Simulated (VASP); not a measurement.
Here is a VASP 6.6.1 calculation.

Contents of INCAR:

```
SYSTEM = KBr
  PREC = Accurate
  ENCUT = 520
  EDIFF = 1E-8
  ISMEAR = -1
  SIGMA = 0.01
  LREAL = .False.
  LASPH = .True.
  NELM = 80
  ALGO = Normal
  ISIF = 2
  LWAVE = .False.
  LCHARG = .False.
  GGA = PS
  LEFG = .True.
  NBANDS = 15
```

File KPOINTS:

```
regular mesh
0
Gamma
  6 6 6
  0 0 0
```

POSCAR

```
KBr
1.0
    0.0000000000      3.2925000000      3.2925000000
    3.2925000000      0.0000000000      3.2925000000
    3.2925000000      3.2925000000      0.0000000000
K Br
1 1
Direct
    0.0000000000      0.0000000000      0.0000000000
    0.5000000000      0.5000000000      0.5000000000
```

Potentials or basis: VASP PAW PBE potentials, release 64 (K_sv, Br).

Command:

```sh
$ cat potpaw_PBE.64/K_sv/POTCAR potpaw_PBE.64/Br/POTCAR > POTCAR
$ mpirun -np 1 vasp_std > vasp.out
```

Task: Predict the band gap on the k mesh.

Result: 4.30 eV.

Task: What does it give for the pressure?

Result: -0.2 GPa.

Caveat: the PAW data sets were made with another functional, which shifts forces and pressure a little. A hybrid or GW would open this gap; PBEsol tends to underestimate it.
